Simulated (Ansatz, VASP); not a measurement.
# Two plane-wave programs on CaO

File POSCAR:

```
CaO
1.0
    0.0000000000      2.3813330580      2.3813330580
    2.3813330580      0.0000000000      2.3813330580
    2.3813330580      2.3813330580      0.0000000000
Ca O
1 1
Direct
    0.5000000000      0.5000000000      0.5000000000
    0.0000000000      0.0000000000      0.0000000000
```

File INCAR.step1:

```
SYSTEM = CaO
ALGO = Normal
EDIFF = 1E-4
ENCUT = 520
GGA = PE
ISMEAR = 0
LASPH = .TRUE.
LCHARG = .FALSE.
LREAL = .FALSE.
LWAVE = .TRUE.
NBANDS = 15
NELM = 100
PREC = Accurate
SIGMA = 0.05
```

The input INCAR.step2:

```
SYSTEM = CaO
ALGO = Normal
EDIFF = 1E-7
ENCUT = 520
ISIF = 2
ISMEAR = 0
ISTART = 1
LASPH = .TRUE.
LCHARG = .FALSE.
LMIXTAU = .TRUE.
LREAL = .FALSE.
LWAVE = .FALSE.
METAGGA = R2SCAN
NBANDS = 15
NELM = 100
PREC = Accurate
SIGMA = 0.05
```

KPOINTS

```
k-points
0
G
  8 8 8
  0 0 0
```

Input for Ansatz:

```yaml
crystal:
  lattice:
    - [0.0, 2.381333058, 2.381333058]
    - [2.381333058, 0.0, 2.381333058]
    - [2.381333058, 2.381333058, 0.0]
  atoms:
    - { symbol: Ca, position: [0.5, 0.5, 0.5] }
    - { symbol: O, position: [0.0, 0.0, 0.0] }
basis:
  ecutwfc: 500
  ecutrho_ratio: 4
kpoints:
  mp_grid: { grid: [8, 8, 8] }
hamiltonian:
  xc: r2scan
scf:
  occupations: { method: gaussian, width: 0.05 }
output:
  forces: true
  stress: true
  eigenvalues: true
```

Alike in both runs: task single point; functional r2SCAN; k mesh 8 × 8 × 8; occupations gaussian, width 0.05 eV; no spin polarisation.

|  | VASP | Ansatz |
| --- | --- | --- |
| version | VASP 6.6.1 | Ansatz 0.2.0 |
| potentials or method | VASP PAW PBE potentials, release 64 (Ca_sv, O), cutoff 520 eV | scalar-relativistic, plane waves, PAW |
| valence electrons in the cell | 16 | 16 |

VASP gave:

| Quantity | Value |
| --- | --- |
| gap on the k mesh at the Fermi level (eV) | 4.18 |
| least direct gap on the mesh (eV) | 4.55 |
| pressure (GPa) | 3.6 |

**Question.** Estimate Ansatz's values.

**Answer.** gap on the k mesh at the Fermi level (eV): 4.19; least direct gap on the mesh (eV): 4.56; pressure (GPa): 2.5.

VASP's potentials were made for PBE, not for r2SCAN.
